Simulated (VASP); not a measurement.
# AlNi2 (P-3m1) in VASP: further runs

AlNi2 is run at these levels: r2SCAN; tasks: single point.

Everything below comes from runs of VASP 6.6.1. Logs are shortened: lines on timing, memory, paths and dates and some standing lists are left out, and cuts for length are marked.

## 1. The cell of the first run

Symmetry: P-3m1, No. 164, trigonal system. Conventional cell: a = 3.974 Å, b = 3.974 Å, c = 4.904 Å, α = 90.00°, β = 90.00°, γ = 120.00°. Al (site symmetry 3m) has 11 Ni at 2.37 to 2.75 Å and 3 Al at 2.96 Å within 3.1 Å. Within 3.1 Å of Ni (site symmetry 3m) lie 5 Al at 2.37 to 2.48 Å and 9 Ni at 2.47 to 2.93 Å. Within 3.2 Å of Ni (site symmetry -3m) lie 8 Ni at 2.45 to 2.47 Å and 6 Al at 2.75 Å. Ni (site symmetry -3m) has 8 Ni at 2.45 to 2.77 Å and 6 Al at 2.48 Å within 3.2 Å.

## 2. Single point, r2SCAN

Input file POSCAR:

```
AlNi2
1.0
    3.9740030242      0.0000000000      0.0000000000
   -1.9870015121      3.4415875737      0.0000000000
    0.0000000000      0.0000000000      4.9042588200
Al Ni
2 4
Direct
    0.3333333333      0.6666666667      0.1898740600
    0.6666666667      0.3333333333      0.8101259400
    0.3333333333      0.6666666667      0.6851100400
    0.6666666667      0.3333333333      0.3148899600
    0.0000000000      0.0000000000      0.5000000000
    0.0000000000      0.0000000000      0.0000000000
```

Input file INCAR.step1:

```
  PREC = Accurate
  ENCUT = 520
  ISMEAR = 0
  SIGMA = 0.1
  LREAL = False
  LASPH = True
  NELM = 60
  NBANDS = 32
  GGA = PE
  ALGO = Normal
  EDIFF = 1E-4
  LWAVE = True
  LCHARG = False
```

Input file INCAR.step2:

```
  PREC = Accurate
  ENCUT = 520
  EDIFF = 1E-6
  ISMEAR = 0
  SIGMA = 0.1
  LREAL = False
  LASPH = True
  NELM = 60
  ALGO = Normal
  ISIF = 2
  LWAVE = False
  LCHARG = False
  METAGGA = R2SCAN
  LMIXTAU = True
  NBANDS = 32
  ISTART = 1
```

Input file KPOINTS:

```
regular mesh
0
Gamma
  12 12 6
```

Potentials or basis: VASP PAW PBE potentials, release 64 (Al, Ni).

Launch:

```bash
cat potpaw_PBE.64/Al/POTCAR potpaw_PBE.64/Ni/POTCAR > POTCAR
cp INCAR.step1 INCAR
mpirun -np 1 vasp_std > vasp.out
cp INCAR.step2 INCAR
mpirun -np 1 vasp_std > vasp.out
```

OUTCAR:

```text
PREC = Accurate
   ENCUT = 520
   EDIFF = 1E-6
   ISMEAR = 0
   LREAL = False
   LASPH = True
   NELM = 60
   ISIF = 2
   METAGGA = R2SCAN
   ISTART = 1

 ion  position               nearest neighbor table
   1  0.333  0.667  0.190-   4 2.37   4 2.37   4 2.37   3 2.43   3 2.48   6 2.48   6 2.48   6 2.48
                             5 2.75   5 2.75   5 2.75   2 2.96   2 2.96   2 2.96
   2  0.667  0.333  0.810-   3 2.37   3 2.37   3 2.37   4 2.43   4 2.48   6 2.48   6 2.48   6 2.48
                             5 2.75   5 2.75   5 2.75   1 2.96   1 2.96   1 2.96
   3  0.333  0.667  0.685-   2 2.37   2 2.37   2 2.37   1 2.43   5 2.47   5 2.47   5 2.47   1 2.48
                             6 2.77   6 2.77   6 2.77   4 2.93   4 2.93   4 2.93
   4  0.667  0.333  0.315-   1 2.37   1 2.37   1 2.37   2 2.43   5 2.47   5 2.47   5 2.47   2 2.48
                             6 2.77   6 2.77   6 2.77   3 2.93   3 2.93   3 2.93
   5  0.000  0.000  0.500-   6 2.45   6 2.45   3 2.47   4 2.47   4 2.47   3 2.47   4 2.47   3 2.47
                             1 2.75   2 2.75   1 2.75   2 2.75   2 2.75   1 2.75
   6  0.000  0.000  0.000-   5 2.45   5 2.45   1 2.48   2 2.48   2 2.48   1 2.48   2 2.48   1 2.48
                             3 2.77   4 2.77   4 2.77   3 2.77   3 2.77   4 2.77

  LATTYP: Found a hexagonal cell.
 ALAT       =     3.9740030242
 C/A-ratio  =     1.2340853266

  Lattice vectors:

 A1 = (   3.9740030242,   0.0000000000,   0.0000000000)
 A2 = (  -1.9870015121,   3.4415875737,   0.0000000000)
 A3 = (   0.0000000000,   0.0000000000,   4.9042588200)

Analysis of symmetry for initial positions (statically):
=====================================================================
 Subroutine PRICEL returns:
 Original cell was already a primitive cell.

 Routine SETGRP: Setting up the symmetry group for a
 hexagonal supercell.

 Subroutine GETGRP returns: Found 12 space group operations
 (whereof 12 operations were pure point group operations)
 out of a pool of 24 trial point group operations.

The static configuration has the point symmetry D_3d.

Analysis of symmetry for dynamics (positions and initial velocities):
=====================================================================
 Subroutine PRICEL returns:
 Original cell was already a primitive cell.

 Routine SETGRP: Setting up the symmetry group for a
 hexagonal supercell.

 Subroutine GETGRP returns: Found 12 space group operations
 (whereof 12 operations were pure point group operations)
 out of a pool of 24 trial point group operations.

The dynamic configuration has the point symmetry D_3d.

 Subroutine INISYM returns: Found 12 space group operations
 (whereof 12 operations are pure point group operations),
 and found     1 'primitive' translations

----------------------------------------------------------------------------------------

                                     Primitive cell

  volume of cell :      67.0750

  direct lattice vectors                    reciprocal lattice vectors
     3.974003024  0.000000000  0.000000000     0.251635440  0.145281789  0.000000000
    -1.987001512  3.441587574  0.000000000     0.000000000  0.290563578  0.000000000
     0.000000000  0.000000000  4.904258820     0.000000000  0.000000000  0.203904410

  length of vectors
     3.974003024  3.974003024  4.904258820     0.290563578  0.290563578  0.203904410

  position of ions in fractional coordinates (direct lattice)
     0.333333333  0.666666667  0.189874060
     0.666666667  0.333333333  0.810125940
     0.333333333  0.666666667  0.685110040
     0.666666667  0.333333333  0.314889960
     0.000000000  0.000000000  0.500000000
     0.000000000  0.000000000  0.000000000

  ion indices of the primitive-cell ions
   primitive index   ion index
                 1           1
                 2           2
                 3           3
                 4           4
                 5           5
                 6           6

----------------------------------------------------------------------------------------

 KPOINTS: regular mesh

Automatic generation of k-mesh.
 Grid dimensions read from file:
 generate k-points for:   12   12    6

 Generating k-lattice:

  Cartesian coordinates                     Fractional coordinates (reciprocal lattice)
     0.020969620  0.012106816  0.000000000     0.083333333  0.000000000  0.000000000
     0.000000000  0.024213632  0.000000000     0.000000000  0.083333333  0.000000000
     0.000000000  0.000000000  0.033984068     0.000000000  0.000000000  0.166666667

  Length of vectors
     0.024213632  0.024213632  0.033984068

  Shift w.r.t. Gamma in fractional coordinates (k-lattice)
     0.000000000  0.000000000  0.000000000

 Subroutine IBZKPT returns following result:
 ===========================================

 Found    100 irreducible k-points:

 Following reciprocal coordinates:
            Coordinates               Weight
  0.000000  0.000000  0.000000      1.000000
  0.083333  0.000000  0.000000      6.000000
  0.166667  0.000000  0.000000      6.000000
  0.250000  0.000000  0.000000      6.000000
  0.333333  0.000000  0.000000      6.000000
  0.416667  0.000000  0.000000      6.000000
[... 16 lines left out ...]
  0.166667  0.000000  0.166667      6.000000
  0.000000  0.166667  0.166667      6.000000
 [... further k-points ...]
   k-points           NKPTS =    100   k-points in BZ     NKDIM =    100   number of bands    NBANDS=     32
   number of dos      NEDOS =    301   number of ions     NIONS =      6
   total plane-waves  NPLWV =  32400
   dimension x,y,z NGX =    30 NGY =   30 NGZ =   36
   dimension x,y,z NGXF=    60 NGYF=   60 NGZF=   72
   ions per type =               2   4
   NGX,Y,Z   is equivalent  to a cutoff of  12.55, 12.55, 12.20 a.u.
   NGXF,Y,Z  is equivalent  to a cutoff of  25.10, 25.10, 24.41 a.u.
 SYSTEM =  unknown system
   PREC   = accura    normal or accurate (medium, high low for compatibility)
   ISTART =      1    job   : 0-new  1-cont  2-samecut
   ICHARG =      0    charge: 1-file 2-atom 10-const
   ISPIN  =      1    spin polarized calculation?
   LNONCOLLINEAR =      F non collinear calculations
   LSORBIT =      F    spin-orbit coupling
   LASPH  =      T    aspherical Exc in radial PAW
   ENCUT  =  520.0 eV  38.22 Ry    6.18 a.u.   7.39  7.39  9.12*2*pi/ulx,y,z
   NELM   =     60;   NELMIN=  2; NELMDL=  0     # of ELM steps
   EDIFF  = 0.1E-05   stopping-criterion for ELM
   LREAL  =      F    real-space projection
[... 7 lines left out ...]
   TEBEG  =    0.0;   TEEND  =   0.0 temperature during run
   PSTRESS=    0.0 pullay stress
   NELECT =      46.0000    total number of electrons
   NUPDOWN=      -1.0000    fix difference up-down
   EMIN   =  10.00;   EMAX   =-10.00  energy-range for DOS
   EFERMI =   0.00;   METHOD = LEGACY
   ISMEAR =     0;   SIGMA  =   0.10  broadening in eV -4-tet -1-fermi 0-gaus
   EFERMI_NEDOS =   21; number of points for ismear=-14 and -15
   IALGO  =     38    algorithm
   IMIX   =      4    mixing-type and parameters
     AMIX     =   0.40;   BMIX     =  1.00
     AMIX_MAG =   1.60;   BMIX_MAG =  1.00
  volume/ion in A,a.u.               =      11.18        75.44
  Fermi-wavevector in a.u.,A,eV,Ry     =   1.443690  2.728179 28.357821  2.084241
  Thomas-Fermi vector in A             =   2.562069
   LORBIT       =      0    0 simple, 1 ext, 2 COOP (PROOUT), +10 PAW based schemes
   METAGGA = R2SCAN    functional components
   LHFCALC =     F    Hartree Fock is set to
   AEXX    =    0.0000 exact exchange contribution
   IVDW    =     0    specifies the selected vdW correction
   LEPSILON=     F    determine dielectric tensor
   LRPA    =     F    only Hartree local field effects (RPA)
 non-spin polarized calculation
 Gauss-broadening in eV      SIGMA  =   0.10
  energy-cutoff  :      520.00
  volume of cell :       67.07
 maximum number of plane-waves:      1827
 NGX is ok and might be reduce to    30
   NGX = 15   NGY = 15   NGZ = 19

 number of electron      46.0000031 magnetization

 Free energy of the ion-electron system (eV)
  ---------------------------------------------------
  ext. energy  EPLUGINS =         0.00000000
  ---------------------------------------------------
  free energy    TOTEN  =       -64.26688838 eV

  energy without entropy =      -64.25314963  energy(sigma->0) =      -64.26001901

 E-fermi :   9.9323     XC(G=0): -13.6509

 val. band max:        9.9064926041   @ k =   0.3333   0.0833   0.5000
 cond. band min:       9.9340622643   @ k =  -0.1667   0.5000   0.3333
 fundamental gap:      0.0275696601
 Fermi energy:         9.9322955578

 k-point     1 :       0.0000    0.0000    0.0000
  band No.  band energies     occupation
      1      -1.2030      2.00000
      2       4.4318      2.00000
      3       4.5604      2.00000
      4       5.9130      2.00000
      5       5.9130      2.00000
      6       6.4518      2.00000
[... 24 lines left out ...]
     31      17.1872      0.00000
     32      17.3462      0.00000

 k-point     2 :       0.0833    0.0000    0.0000
  band No.  band energies     occupation
      1      -1.1080      2.00000
      2       4.4357      2.00000
      3       4.6242      2.00000
      4       5.9210      2.00000
      5       5.9516      2.00000
      6       6.4184      2.00000
[... 24 lines left out ...]
     31      17.1203      0.00000
     32      17.8291      0.00000
[... 733 lines left out ...]
     31      17.6215      0.00000
     32      17.8957      0.00000

 k-point    24 :       0.0000    0.1667    0.1667
  band No.  band energies     occupation
      1      -0.6458      2.00000
      2       3.3997      2.00000
      3       5.1816      2.00000
      4       6.0186      2.00000
      5       6.1350      2.00000
      6       6.3692      2.00000
[... 24 lines left out ...]
     31      17.2801      0.00000
     32      17.5499      0.00000

 [... further k-points ...]

------------------------ aborting loop because EDIFF is reached ----------------------------------------

  FORCE on cell =-STRESS in cart. coord.  units (eV):
  Direction    XX          YY          ZZ          XY          YZ          ZX
  --------------------------------------------------------------------------------------
  -------------------------------------------------------------------------------------
  Total        0.2971098      0.2971098      0.2505493      0.0000000      0.0000000      0.0000000
  in kB        7.0968749      7.0968749      5.9847128      0.0000000      0.0000000      0.0000000
  external PRESSURE =       6.7261542 kB  Pullay stress =       0.0000000 kB

 VOLUME and BASIS-vectors are now :
 -----------------------------------------------------------------------------
  energy-cutoff  :      520.00
  volume of cell :       67.07
      direct lattice vectors                 reciprocal lattice vectors
     3.974003024  0.000000000  0.000000000     0.251635440  0.145281789  0.000000000
    -1.987001512  3.441587574  0.000000000     0.000000000  0.290563578  0.000000000
     0.000000000  0.000000000  4.904258820     0.000000000  0.000000000  0.203904410

 POSITION                                       TOTAL-FORCE (eV/Angst)
 -----------------------------------------------------------------------------------
     -0.00000      2.29439      0.93119        -0.000000     -0.000000     -0.003379
      1.98700      1.14720      3.97307         0.000000      0.000000      0.003379
     -0.00000      2.29439      3.35996        -0.000000      0.000000     -0.006304
      1.98700      1.14720      1.54430         0.000000     -0.000000      0.006304
      0.00000      0.00000      2.45213        -0.000000      0.000000      0.000000
      0.00000      0.00000      0.00000        -0.000000      0.000000      0.000000
 -----------------------------------------------------------------------------------
    total drift:                                0.000000     -0.000000      0.000000

  FREE ENERGIE OF THE ION-ELECTRON SYSTEM (eV)
  ---------------------------------------------------
  free  energy   TOTEN  =       -64.2668883848 eV

  energy  without entropy=      -64.2531496340  energy(sigma->0) =      -64.26001901
```

It took 7 min on 1 thread of Intel Xeon 6975P-C (Granite Rapids), shared host; peak memory 0.3 GiB.

Results:

```yaml
Free_energy: -64.2669 eV
Pressure: 0.7 GPa
Largest_force: 0.006 eV/Å
Band_gap_on_the_k_mesh: zero (bands 23 and 24 overlap by 4.37 eV)
```

Forces on the atoms (eV/Å):
```
Al   0.000  0.000 -0.003
Al   0.000  0.000  0.003
Ni   0.000  0.000 -0.006
Ni   0.000  0.000  0.006
Ni   0.000  0.000  0.000
Ni   0.000  0.000  0.000
```

Levels at points of the mesh, in eV from the Fermi level:
```tsv
k point	band 20	band 21	band 22	band 23	band 24	band 25	band 26	band 27
(0.00, 0.00, 0.00)	-0.73	-0.54	-0.54	0.72	3.25	3.25	3.97	3.97
(0.50, 0.00, 0.00)	-0.81	-0.75	-0.68	-0.56	-0.32	1.05	1.85	3.60
(0.00, 0.00, 0.50)	-0.77	-0.74	-0.74	4.05	4.16	4.16	4.43	4.43
(0.50, 0.00, 0.50)	-0.97	-0.81	-0.72	-0.38	-0.25	1.75	1.85	3.58
```

Caveat: the PAW data sets were made with another functional, which shifts forces and pressure a little.

## 3. Single point, r2SCAN

POSCAR is that of step 2.

Input file INCAR.step1:

```
  ALGO = Normal
  EDIFF = 1E-4
  ENCUT = 520
  GGA = PE
  ISMEAR = 0
  ISYM = 0
  LASPH = T
  LCHARG = F
  LREAL = F
  LWAVE = T
  NBANDS = 32
  NELM = 60
  PREC = Accurate
  SIGMA = 0.1
```

Input file INCAR.step2:

```
  ALGO = Normal
  EDIFF = 1E-6
  ENCUT = 520
  ISIF = 2
  ISMEAR = 0
  ISTART = 1
  ISYM = 0
  LASPH = T
  LCHARG = F
  LMIXTAU = T
  LREAL = F
  LWAVE = F
  METAGGA = R2SCAN
  NBANDS = 32
  NELM = 60
  PREC = Accurate
  SIGMA = 0.1
```

Input file KPOINTS:

```
Automatic mesh
0
Gamma
  6 6 6
  0.5 0.5 0.5
```

Potentials or basis: VASP PAW PBE potentials, release 64 (Al, Ni).

Launch:

```bash
cat potpaw_PBE.64/Al/POTCAR potpaw_PBE.64/Ni/POTCAR > POTCAR
cp INCAR.step1 INCAR
mpirun -np 1 vasp_std > vasp.out
cp INCAR.step2 INCAR
mpirun -np 1 vasp_std > vasp.out
```

Run time: 23 min. Hardware: 1 thread of Intel Xeon 6975P-C (Granite Rapids), shared host; peak memory 0.59 GiB.

The run converged. Its results:

```yaml
Free_energy: -64.2690 eV
Pressure: 0.6 GPa
Largest_force: 0.015 eV/Å
Band_gap_on_the_k_mesh: zero (bands 23 and 24 overlap by 3.33 eV)
```

Forces in eV/Å, atoms in the order of the input:
```
Al   0.000  0.000  0.004
Al   0.000  0.000 -0.004
Ni   0.000  0.000  0.015
Ni   0.000  0.000 -0.015
Ni   0.000  0.000  0.000
Ni   0.000  0.000  0.000
```

Stress tensor (GPa, compression positive):
```
0.68 0.00 0.00
0.00 0.68 0.00
0.00 0.00 0.58
```

Levels at points of the mesh, in eV from the Fermi level:
| k point | band 19 | band 20 | band 21 | band 22 | band 23 | band 24 | band 25 | band 26 | band 27 | band 28 |
| --- | --- | --- | --- | --- | --- | --- | --- | --- | --- | --- |
| (0.08, 0.08, 0.08) | -0.80 | -0.74 | -0.58 | -0.54 | 0.72 | 1.56 | 1.68 | 4.64 | 5.12 | 5.57 |

Caveat: the PAW data sets were made with another functional, which shifts forces and pressure a little.
